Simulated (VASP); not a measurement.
# Be (Im-3m) in VASP: further runs, part 2 of 2

VASP 6.6.1. Earlier steps stand in the parts before.

## Step 3: Single point, PBEsol

The input, INCAR:

```
ALGO = Normal ; EDIFF = 1E-7
ENCUT = 520 ; GGA = PS
ISIF = 2 ; ISMEAR = 1
LASPH = True ; LCHARG = False
LREAL = False ; LWAVE = False
NBANDS = 7 ; NELM = 100
PREC = Accurate ; SIGMA = 0.1
```

The input, KPOINTS:

```
k-points
0
Gamma
  23 23 23
```

The input, POSCAR:

```
Be
1.0
   -1.0962431734      1.0962431734      1.0962431734
    1.0962431734     -1.0962431734      1.0962431734
    1.0962431734      1.0962431734     -1.0962431734
Be
1
Direct
    0.0000000000      0.0000000000      0.0000000000
```

Potentials or basis: VASP PAW PBE potentials, release 64 (Be).

Started as:

```
$ cat potpaw_PBE.64/Be/POTCAR > POTCAR
$ mpirun -np 1 vasp_std > vasp.out
```

OUTCAR:

```text
EDIFF = 1E-7
   ENCUT = 520
   GGA = PS
   ISIF = 2
   ISMEAR = 1
   LASPH = True
   LREAL = False
   NELM = 100
   PREC = Accurate

 ion  position               nearest neighbor table
   1  0.000  0.000  0.000-

  LATTYP: Found a body centered cubic cell.
 ALAT       =     2.1924863468

  Lattice vectors:

 A1 = (  -1.0962431734,   1.0962431734,   1.0962431734)
 A2 = (   1.0962431734,  -1.0962431734,   1.0962431734)
 A3 = (   1.0962431734,   1.0962431734,  -1.0962431734)

Analysis of symmetry for initial positions (statically):
=====================================================================
 Subroutine PRICEL returns:
 Original cell was already a primitive cell.

 Routine SETGRP: Setting up the symmetry group for a
 body centered cubic supercell.

 Subroutine GETGRP returns: Found 48 space group operations
 (whereof 48 operations were pure point group operations)
 out of a pool of 48 trial point group operations.

The static configuration has the point symmetry O_h .

Analysis of symmetry for dynamics (positions and initial velocities):
=====================================================================
 Subroutine PRICEL returns:
 Original cell was already a primitive cell.

 Routine SETGRP: Setting up the symmetry group for a
 body centered cubic supercell.

 Subroutine GETGRP returns: Found 48 space group operations
 (whereof 48 operations were pure point group operations)
 out of a pool of 48 trial point group operations.

The dynamic configuration has the point symmetry O_h .

 Subroutine INISYM returns: Found 48 space group operations
 (whereof 48 operations are pure point group operations),
 and found     1 'primitive' translations

----------------------------------------------------------------------------------------

                                     Primitive cell

  volume of cell :       5.2696

[... 100 lines left out ...]
   EFERMI =   0.00;   METHOD = LEGACY
   ISMEAR =     1;   SIGMA  =   0.10  broadening in eV -4-tet -1-fermi 0-gaus
   EFERMI_NEDOS =   21; number of points for ismear=-14 and -15
   IALGO  =     38    algorithm
   IMIX   =      4    mixing-type and parameters
     AMIX     =   0.40;   BMIX     =  1.00
     AMIX_MAG =   1.60;   BMIX_MAG =  1.00
  volume/ion in A,a.u.               =       5.27        35.56
  Fermi-wavevector in a.u.,A,eV,Ry     =   1.185290  2.239873 19.114991  1.404912
  Thomas-Fermi vector in A             =   2.321487
   LORBIT       =      0    0 simple, 1 ext, 2 COOP (PROOUT), +10 PAW based schemes
   GGA     = PS    functional components
   LHFCALC =     F    Hartree Fock is set to
   AEXX    =    0.0000 exact exchange contribution
   IVDW    =     0    specifies the selected vdW correction
   LEPSILON=     F    determine dielectric tensor
   LRPA    =     F    only Hartree local field effects (RPA)
 non-spin polarized calculation
 Methfessel and Paxton  Order N= 1 SIGMA  =   0.10
  energy-cutoff  :      520.00
  volume of cell :        5.27
 maximum number of plane-waves:       148
 NGX is ok and might be reduce to    14
   NGX =  7   NGY =  7   NGZ =  7

 number of electron       2.0000000 magnetization

 Free energy of the ion-electron system (eV)
  ---------------------------------------------------
  ext. energy  EPLUGINS =         0.00000000
  ---------------------------------------------------
  free energy    TOTEN  =        -3.35763025 eV

  energy without entropy =       -3.35764289  energy(sigma->0) =       -3.35763446

 E-fermi :  11.8393     XC(G=0): -12.0269

 val. band max:       11.8283808943   @ k =   0.3043   0.3043   0.0000
 cond. band min:      11.8692951384   @ k =   0.2609   0.2609   0.2174
 fundamental gap:      0.0409142441
 Fermi energy:        11.8392699641

 k-point     1 :       0.0000    0.0000    0.0000
  band No.  band energies     occupation
      1      -2.7396      2.00000
      2      38.6081      0.00000
      3      38.6081      0.00000
      4      38.6081      0.00000
      5      51.7194      0.00000
      6      51.7194      0.00000
      7      51.7194      0.00000
[... 221 lines left out ...]
 k-point    24 :       0.0870    0.0870    0.0000
  band No.  band energies     occupation
      1      -1.8605      2.00000
      2      33.9782      0.00000
      3      34.2422      0.00000
      4      36.5244      0.00000
      5      45.8937      0.00000
      6      46.6147      0.00000
      7      51.7603      0.00000

 [... further k-points ...]
[... 5 lines left out ...]
  --------------------------------------------------------------------------------------
  -------------------------------------------------------------------------------------
  Total        3.0298453      3.0298453      3.0298453      0.0000000      0.0000000     -0.0000000
  in kB      921.1923834    921.1923834    921.1923834      0.0000000      0.0000000     -0.0000000
  external PRESSURE =     921.1923834 kB  Pullay stress =       0.0000000 kB

 VOLUME and BASIS-vectors are now :
 -----------------------------------------------------------------------------
  energy-cutoff  :      520.00
  volume of cell :        5.27
      direct lattice vectors                 reciprocal lattice vectors
    -1.096243173  1.096243173  1.096243173     0.000000000  0.456103182  0.456103182
     1.096243173 -1.096243173  1.096243173     0.456103182  0.000000000  0.456103182
     1.096243173  1.096243173 -1.096243173     0.456103182  0.456103182  0.000000000

 POSITION                                       TOTAL-FORCE (eV/Angst)
 -----------------------------------------------------------------------------------
      0.00000      0.00000      0.00000        -0.000000      0.000000     -0.000000
 -----------------------------------------------------------------------------------
    total drift:                                0.000000      0.000000      0.000000

  FREE ENERGIE OF THE ION-ELECTRON SYSTEM (eV)
  ---------------------------------------------------
  free  energy   TOTEN  =        -3.3576302533 eV

  energy  without entropy=       -3.3576428869  energy(sigma->0) =       -3.35763446
```

OSZICAR:

```text
N       E                     dE             d eps       ncg     rms          rms(c)
DAV:   1    -0.194956912581E+01   -0.19496E+01   -0.12397E+03  5943   0.241E+02
DAV:   2    -0.339344450573E+01   -0.14439E+01   -0.14097E+01  6741   0.292E+01
DAV:   3    -0.339473611890E+01   -0.12916E-02   -0.12915E-02  5908   0.796E-01
DAV:   4    -0.339473624890E+01   -0.13000E-06   -0.12961E-06  7371   0.763E-03
DAV:   5    -0.339473624914E+01   -0.23957E-09   -0.22500E-10  5978   0.435E-05    0.127E+00
DAV:   6    -0.336736862566E+01    0.27368E-01   -0.54687E-03  5278   0.864E-01    0.798E-01
DAV:   7    -0.335782085267E+01    0.95478E-02   -0.46260E-03  5390   0.791E-01    0.649E-02
DAV:   8    -0.335762976672E+01    0.19109E-03   -0.38406E-05  5600   0.692E-02    0.140E-02
DAV:   9    -0.335763031326E+01   -0.54654E-06   -0.79660E-07  6426   0.534E-03    0.527E-04
DAV:  10    -0.335763025327E+01    0.59993E-07   -0.21108E-09  4130   0.375E-04
   1 F= -.33576303E+01 E0= -.33576345E+01  d E =0.126336E-04
```

stdout:

```text
POSCAR found type information on POSCAR Be
 POSCAR found :  1 types and       1 ions
 scaLAPACK will be used
 -----------------------------------------------------------------------------
|                                                                             |
|                                                                             |
|     You enforced a specific xc type in the INCAR file but a different       |
|     I HOPE YOU KNOW WHAT YOU ARE DOING!                                     |
|                                                                             |
 -----------------------------------------------------------------------------

 LDA part: xc-table for (Slater+PW92), standard interpolation
 POSCAR, INCAR and KPOINTS ok, starting setup
 FFT: planning ... GRIDC
 FFT: planning ... GRID_SOFT
 FFT: planning ... GRID
 WAVECAR not read
 entering main loop
```

Run time: 6.5 s. Hardware: 1 thread of Intel Xeon 6975P-C, shared host; peak memory 0.11 GiB.

Results:

* Free energy: -3.3576 eV
* Pressure: 92.1 GPa
* Band gap on the k mesh: zero (band 1 reaches 16.67 eV, above the bottom of band 2 at 9.98 eV)

Caveat: the PAW data sets were made with another functional, which shifts forces and pressure a little.

## Step 4: Single point, PBEsol (volume scaled by 0.78)

The input, INCAR:

```
SYSTEM = Be
PREC = Accurate
ENCUT = 520
EDIFF = 1E-6
ISMEAR = -1
SIGMA = 0.1
LREAL = .FALSE.
LASPH = .TRUE.
NELM = 80
ALGO = Normal
ISIF = 2
LWAVE = .FALSE.
LCHARG = .TRUE.
GGA = PS
LELF = .TRUE.
LVHAR = .TRUE.
NBANDS = 7
```

The input, KPOINTS:

```
Automatic mesh
0
G
  23 23 23
  0 0 0
```

The input, POSCAR:

```
Be
1.0
   -1.1475425520      1.1475425520      1.1475425520
    1.1475425520     -1.1475425520      1.1475425520
    1.1475425520      1.1475425520     -1.1475425520
Be
1
Direct
    0.0000000000      0.0000000000      0.0000000000
```

Started as:

```
$ cat potpaw_PBE.64/Be/POTCAR > POTCAR
$ mpirun -np 1 vasp_std > vasp.out
```

Run time: 7.5 s. Hardware: 1 thread of Intel Xeon 6975P-C, shared host; peak memory 0.12 GiB.

Results (log left out):

- Free energy: -3.6880 eV
- Pressure: 47.5 GPa
- Band gap on the k mesh: zero (band 1 reaches 14.72 eV, above the bottom of band 2 at 8.71 eV)

Levels at points of the mesh, in eV from the Fermi level:
| k point | band 1 | band 2 | band 3 | band 4 |
| --- | --- | --- | --- | --- |
| (0.00, 0.00, 0.00) | -13.79 | 23.98 | 23.98 | 23.98 |

Caveat: the PAW data sets were made with another functional, which shifts forces and pressure a little.

## Step 5: The runs side by side

```csv
cell,smearing,gap on the mesh (eV),pressure (GPa)
"a = 1.899 Å, angles 109.5°, 1 atom",fermi-dirac 0.1 eV,none,92.2
"a = 1.899 Å, angles 109.5°, 1 atom",methfessel-paxton 0.1 eV,none,92.1
"a = 1.988 Å, angles 109.5°, 1 atom",fermi-dirac 0.1 eV,none,47.5
```

Alike in all rows: task single point; level PBEsol; potentials or basis VASP PAW PBE potentials, release 64 (Be); no spin polarisation; k mesh 23 × 23 × 23; cutoff (eV) 520.

Caveats: the PAW data sets were made with another functional, which shifts forces and pressure a little.

Absolute energies hang on the potentials; compare differences alone.
